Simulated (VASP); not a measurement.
# Pb (Fm-3m) in VASP: notebook

Pb is run at these levels: LDA; tasks: single point.

Everything below comes from runs of VASP 6.6.1. Logs are shortened: lines on timing, memory, paths and dates and some standing lists are left out, and cuts for length are marked.

### 1 The cell of the first run

The structure is cubic, space group Fm-3m (No. 225). Conventional cell: a = 4.983 Å, b = 4.983 Å, c = 4.983 Å, α = 90.00°, β = 90.00°, γ = 90.00°. Within 4.6 Å of Pb (site symmetry m-3m) lie 12 Pb at 3.52 Å.

### 2 Single point, LDA

Contents of INCAR:

```
SYSTEM = Pb
  ALGO = Fast
  EDIFF = 1E-6
  ENCUT = 520
  ISIF = 2
  ISMEAR = -1
  LASPH = .True.
  LCHARG = .False.
  LREAL = .False.
  LWAVE = .False.
  NBANDS = 13
  NELM = 60
  PREC = Accurate
  SIGMA = 0.05
```

Contents of KPOINTS:

```
k-points
0
Gamma
  9 9 9
  0 0 0
```

Contents of POSCAR:

```
Pb
1.0
    0.0000000000      2.4914113386      2.4914113386
    2.4914113386      0.0000000000      2.4914113386
    2.4914113386      2.4914113386      0.0000000000
Pb
1
Direct
    0.0000000000      0.0000000000      0.0000000000
```

Potentials or basis: VASP PAW LDA potentials, release 64 (Pb_d).

On the command line:

```sh
> cat potpaw_LDA.64/Pb_d/POTCAR > POTCAR
> mpirun -np 1 vasp_std > vasp.out
```

OUTCAR:

```text
SYSTEM = Pb
   EDIFF = 1E-6
   ENCUT = 520
   ISIF = 2
   ISMEAR = -1
   LASPH = .True.
   LREAL = .False.
   NELM = 60
   PREC = Accurate

 ion  position               nearest neighbor table
   1  0.000  0.000  0.000-

  LATTYP: Found a face centered cubic cell.
 ALAT       =     4.9828226772

  Lattice vectors:

 A1 = (   0.0000000000,   2.4914113386,   2.4914113386)
 A2 = (   2.4914113386,   0.0000000000,   2.4914113386)
 A3 = (   2.4914113386,   2.4914113386,   0.0000000000)

Analysis of symmetry for initial positions (statically):
[... 5 lines left out ...]
 face centered cubic supercell.

 Subroutine GETGRP returns: Found 48 space group operations
 (whereof 48 operations were pure point group operations)
 out of a pool of 48 trial point group operations.

The static configuration has the point symmetry O_h .

Analysis of symmetry for dynamics (positions and initial velocities):
[... 5 lines left out ...]
 face centered cubic supercell.

 Subroutine GETGRP returns: Found 48 space group operations
 (whereof 48 operations were pure point group operations)
 out of a pool of 48 trial point group operations.

The dynamic configuration has the point symmetry O_h .

 Subroutine INISYM returns: Found 48 space group operations
 (whereof 48 operations are pure point group operations),
 and found     1 'primitive' translations

----------------------------------------------------------------------------------------

                                     Primitive cell

  volume of cell :      30.9290

  direct lattice vectors                    reciprocal lattice vectors
     0.000000000  2.491411339  2.491411339    -0.200689462  0.200689462  0.200689462
     2.491411339  0.000000000  2.491411339     0.200689462 -0.200689462  0.200689462
     2.491411339  2.491411339  0.000000000     0.200689462  0.200689462 -0.200689462

  length of vectors
     3.523387704  3.523387704  3.523387704     0.347604344  0.347604344  0.347604344

  position of ions in fractional coordinates (direct lattice)
     0.000000000  0.000000000  0.000000000

  ion indices of the primitive-cell ions
   primitive index   ion index
                 1           1

----------------------------------------------------------------------------------------

 KPOINTS: k-points

Automatic generation of k-mesh.
 Grid dimensions read from file:
 generate k-points for:    9    9    9

 Generating k-lattice:

  Cartesian coordinates                     Fractional coordinates (reciprocal lattice)
    -0.022298829  0.022298829  0.022298829     0.111111111  0.000000000  0.000000000
     0.022298829 -0.022298829  0.022298829     0.000000000  0.111111111  0.000000000
     0.022298829  0.022298829 -0.022298829     0.000000000  0.000000000  0.111111111

  Length of vectors
     0.038622705  0.038622705  0.038622705

  Shift w.r.t. Gamma in fractional coordinates (k-lattice)
     0.000000000  0.000000000  0.000000000

 Subroutine IBZKPT returns following result:
 ===========================================

 Found     35 irreducible k-points:

 Following reciprocal coordinates:
            Coordinates               Weight
  0.000000  0.000000  0.000000      1.000000
  0.111111  0.000000  0.000000      8.000000
  0.222222  0.000000  0.000000      8.000000
  0.333333  0.000000  0.000000      8.000000
  0.444444  0.000000  0.000000      8.000000
  0.111111  0.111111  0.000000      6.000000
[... 16 lines left out ...]
 -0.333333  0.333333  0.000000     12.000000
  0.444444  0.444444  0.000000      6.000000
 [... further k-points ...]
   k-points           NKPTS =     35   k-points in BZ     NKDIM =     35   number of bands    NBANDS=     13
   number of dos      NEDOS =    301   number of ions     NIONS =      1
   total plane-waves  NPLWV =  21952
   dimension x,y,z NGX =    28 NGY =   28 NGZ =   28
   dimension x,y,z NGXF=    56 NGYF=   56 NGZF=   56
   ions per type =               1
   NGX,Y,Z   is equivalent  to a cutoff of  13.21, 13.21, 13.21 a.u.
   NGXF,Y,Z  is equivalent  to a cutoff of  26.42, 26.42, 26.42 a.u.
 SYSTEM =  Pb
   PREC   = accura    normal or accurate (medium, high low for compatibility)
   ISTART =      0    job   : 0-new  1-cont  2-samecut
   ICHARG =      2    charge: 1-file 2-atom 10-const
   ISPIN  =      1    spin polarized calculation?
   LNONCOLLINEAR =      F non collinear calculations
   LSORBIT =      F    spin-orbit coupling
   LASPH  =      T    aspherical Exc in radial PAW
   ENCUT  =  520.0 eV  38.22 Ry    6.18 a.u.   6.55  6.55  6.55*2*pi/ulx,y,z
   NELM   =     60;   NELMIN=  2; NELMDL= -5     # of ELM steps
   EDIFF  = 0.1E-05   stopping-criterion for ELM
   LREAL  =      F    real-space projection
   EDIFFG = 0.1E-04   stopping-criterion for IOM
   NSW    =      0    number of steps for IOM
   IBRION =     -1    ionic relax: 0-MD 1-quasi-New 2-CG
   NFREE  =      0    steps in history (QN), initial steepest desc. (CG)
   ISIF   =      2    stress and relaxation
   ISYM   =      2    0-nonsym 1-usesym 2-fastsym
   POTIM  = 0.5000    time-step for ionic-motion
   TEBEG  =    0.0;   TEEND  =   0.0 temperature during run
   PSTRESS=    0.0 pullay stress
   NELECT =      14.0000    total number of electrons
   NUPDOWN=      -1.0000    fix difference up-down
   EMIN   =  10.00;   EMAX   =-10.00  energy-range for DOS
   EFERMI =   0.00;   METHOD = LEGACY
   ISMEAR =    -1;   SIGMA  =   0.05  broadening in eV -4-tet -1-fermi 0-gaus
   EFERMI_NEDOS =   21; number of points for ismear=-14 and -15
   IALGO  =     68    algorithm
   IMIX   =      4    mixing-type and parameters
     AMIX     =   0.40;   BMIX     =  1.00
     AMIX_MAG =   1.60;   BMIX_MAG =  1.00
  volume/ion in A,a.u.               =      30.93       208.72
  Fermi-wavevector in a.u.,A,eV,Ry     =   1.256981  2.375350 21.497225  1.580001
  Thomas-Fermi vector in A             =   2.390662
   LORBIT       =      0    0 simple, 1 ext, 2 COOP (PROOUT), +10 PAW based schemes
   GGA     = CA    functional components
   LHFCALC =     F    Hartree Fock is set to
   AEXX    =    0.0000 exact exchange contribution
   IVDW    =     0    specifies the selected vdW correction
   LEPSILON=     F    determine dielectric tensor
   LRPA    =     F    only Hartree local field effects (RPA)
 non-spin polarized calculation
 RMM-DIIS sequential band-by-band and
  energy-cutoff  :      520.00
  volume of cell :       30.93
 maximum number of plane-waves:       869
 NGX is ok and might be reduce to    28
   NGX = 13   NGY = 13   NGZ = 13

 number of electron      14.0000000 magnetization

 Free energy of the ion-electron system (eV)
  ---------------------------------------------------
  ext. energy  EPLUGINS =         0.00000000
  ---------------------------------------------------
  free energy    TOTEN  =        -4.25539154 eV

  energy without entropy =       -4.25209607  energy(sigma->0) =       -4.25374381

 E-fermi :   6.6445     XC(G=0): -10.3615

 val. band max:        6.4221963099   @ k =  -0.3333   0.3333   0.1111
 cond. band min:       6.6592759152   @ k =  -0.2222   0.3333   0.1111
 fundamental gap:      0.2370796053
 Fermi energy:         6.6444899375

 k-point     1 :       0.0000    0.0000    0.0000
  band No.  band energies     occupation
      1     -10.2119      2.00000
      2     -10.2119      2.00000
      3     -10.2119      2.00000
      4     -10.0775      2.00000
      5     -10.0775      2.00000
      6      -4.8477      2.00000
      7      13.9765      0.00000
      8      13.9765      0.00000
      9      13.9765      0.00000
     10      16.6016      0.00000
     11      17.9999      0.00000
     12      19.1527      0.00000
     13      19.1527      0.00000

 k-point     2 :       0.1111    0.0000    0.0000
  band No.  band energies     occupation
      1     -10.2122      2.00000
      2     -10.1961      2.00000
      3     -10.1961      2.00000
      4     -10.0775      2.00000
      5     -10.0775      2.00000
      6      -4.6152      2.00000
      7      11.6943      0.00000
      8      13.7046      0.00000
      9      13.7046      0.00000
     10      16.1755      0.00000
     11      18.9819      0.00000
     12      19.6343      0.00000
     13      19.6359      0.00000

 k-point     3 :       0.2222    0.0000    0.0000
  band No.  band energies     occupation
      1     -10.2164      2.00000
      2     -10.1773      2.00000
      3     -10.1773      2.00000
      4     -10.0558      2.00000
      5     -10.0558      2.00000
      6      -3.9208      2.00000
      7       8.3092      0.00000
      8      13.1228      0.00000
      9      13.1228      0.00000
     10      15.8074      0.00000
     11      18.6061      0.00000
     12      19.2933      0.00000
     13      19.2934      0.00000

 k-point     4 :       0.3333    0.0000    0.0000
  band No.  band energies     occupation
      1     -10.2263      2.00000
      2     -10.1862      2.00000
      3     -10.1862      2.00000
      4      -9.9996      2.00000
      5      -9.9996      2.00000
      6      -2.8123      2.00000
      7       5.2649      2.00000
      8      12.5649      0.00000
      9      12.5649      0.00000
     10      15.7068      0.00000
     11      17.3170      0.00000
     12      18.4164      0.00000
     13      18.4164      0.00000

 k-point     5 :       0.4444    0.0000    0.0000
  band No.  band energies     occupation
      1     -10.2353      2.00000
      2     -10.1988      2.00000
      3     -10.1988      2.00000
      4      -9.9553      2.00000
      5      -9.9553      2.00000
      6      -1.6014      2.00000
      7       3.0625      2.00000
      8      12.2354      0.00000
      9      12.2354      0.00000
     10      15.8995      0.00000
     11      16.4263      0.00000
     12      17.9678      0.00000
     13      17.9678      0.00000
[... 257 lines left out ...]
 k-point    22 :      -0.4444    0.3333    0.0000
  band No.  band energies     occupation
      1     -10.2975      2.00000
      2     -10.1994      2.00000
      3     -10.0199      2.00000
      4     -10.0002      2.00000
      5      -9.9434      2.00000
      6      -0.2764      2.00000
      7       4.3982      2.00000
      8       6.3605      1.99319
      9       9.5824      0.00000
     10      13.2240      0.00000
     11      17.3367      0.00000
     12      22.7531      0.00000
     13      22.8738      0.00000

 k-point    23 :      -0.3333    0.3333    0.0000
  band No.  band energies     occupation
      1     -10.2627      2.00000
      2     -10.1115      2.00000
      3     -10.0675      2.00000
      4     -10.0462      2.00000
      5      -9.9857      2.00000
      6      -0.4177      2.00000
      7       5.0152      2.00000
      8       5.2794      2.00000
      9      10.3416      0.00000
     10      13.7135      0.00000
     11      20.4115      0.00000
     12      22.0537      0.00000
     13      22.0776      0.00000

 k-point    24 :       0.4444    0.4444    0.0000
  band No.  band energies     occupation
      1     -10.3617      2.00000
      2     -10.2725      2.00000
      3      -9.9627      2.00000
      4      -9.9261      2.00000
      5      -9.9261      2.00000
      6      -0.3999      2.00000
      7       4.1133      2.00000
      8       8.8738      0.00000
      9       8.8738      0.00000
     10      12.2916      0.00000
     11      13.4932      0.00000
     12      24.8875      0.00000
     13      26.5044      0.00000

 [... further k-points ...]
[... 5 lines left out ...]
  --------------------------------------------------------------------------------------
  -------------------------------------------------------------------------------------
  Total       -0.5596993     -0.5596993     -0.5596993     -0.0000000      0.0000000      0.0000000
  in kB      -28.9933910    -28.9933910    -28.9933910     -0.0000000      0.0000000      0.0000000
  external PRESSURE =     -28.9933910 kB  Pullay stress =       0.0000000 kB

 VOLUME and BASIS-vectors are now :
 -----------------------------------------------------------------------------
  energy-cutoff  :      520.00
  volume of cell :       30.93
      direct lattice vectors                 reciprocal lattice vectors
     0.000000000  2.491411339  2.491411339    -0.200689462  0.200689462  0.200689462
     2.491411339  0.000000000  2.491411339     0.200689462 -0.200689462  0.200689462
     2.491411339  2.491411339  0.000000000     0.200689462  0.200689462 -0.200689462

 POSITION                                       TOTAL-FORCE (eV/Angst)
 -----------------------------------------------------------------------------------
      0.00000      0.00000      0.00000         0.000000      0.000000      0.000000
 -----------------------------------------------------------------------------------
    total drift:                               -0.000000     -0.000000     -0.000000

  FREE ENERGIE OF THE ION-ELECTRON SYSTEM (eV)
  ---------------------------------------------------
  free  energy   TOTEN  =        -4.2553915361 eV

  energy  without entropy=       -4.2520960745  energy(sigma->0) =       -4.25374381
```

It took 16 s on 1 thread of AMD EPYC 7R13, shared host; peak memory 0.11 GiB.

What came out:

```
Free energy            : -4.2554 eV
Pressure               : -2.9 GPa
Band gap on the k mesh : zero (band 7 reaches 13.98 eV, above the bottom of band 8 at 5.28 eV)
```

Caveat: spin-orbit coupling is left out, which moves the levels of the heavy elements.

### 3 Single point, LDA

This run uses another cell than the first one, of 32.14 Å³/atom, 1.039 times its volume.

Contents of INCAR:

```
SYSTEM = Pb
ALGO = Normal
EDIFF = 1E-6
ENCUT = 520
ISIF = 2
ISMEAR = -1
LASPH = .True.
LCHARG = .True.
LELF = .True.
LREAL = .False.
LVHAR = .True.
LWAVE = .False.
NBANDS = 13
NELM = 100
PREC = Accurate
SIGMA = 0.05
```

KPOINTS is that of step 2.

Contents of POSCAR:

```
Pb
1.0
    0.0000000000      2.5235621278      2.5235621278
    2.5235621278      0.0000000000      2.5235621278
    2.5235621278      2.5235621278      0.0000000000
Pb
1
Direct
    0.0000000000      0.0000000000      0.0000000000
```

Potentials or basis: VASP PAW LDA potentials, release 64 (Pb_d).

On the command line:

```sh
> cat potpaw_LDA.64/Pb_d/POTCAR > POTCAR
> mpirun -np 1 vasp_std > vasp.out
```

Wall time 12 s (1 thread of AMD EPYC 7R13, shared host); peak memory 0.11 GiB.

It converged, with:

| Item | Value |
| --- | --- |
| Free energy | -4.2287 eV |
| Pressure | -4.2 GPa |
| Band gap on the k mesh | zero (band 7 reaches 13.26 eV, above the bottom of band 8 at 4.94 eV) |

Levels at points of the mesh, in eV from the Fermi level:
| k point | band 3 | band 4 | band 5 | band 6 | band 7 | band 8 | band 9 | band 10 | band 11 | band 12 |
| --- | --- | --- | --- | --- | --- | --- | --- | --- | --- | --- |
| (0.00, 0.00, 0.00) | -16.84 | -16.72 | -16.72 | -11.25 | 7.03 | 7.03 | 7.03 | 9.92 | 10.86 | 12.23 |

Caveat: spin-orbit coupling is left out, which moves the levels of the heavy elements.
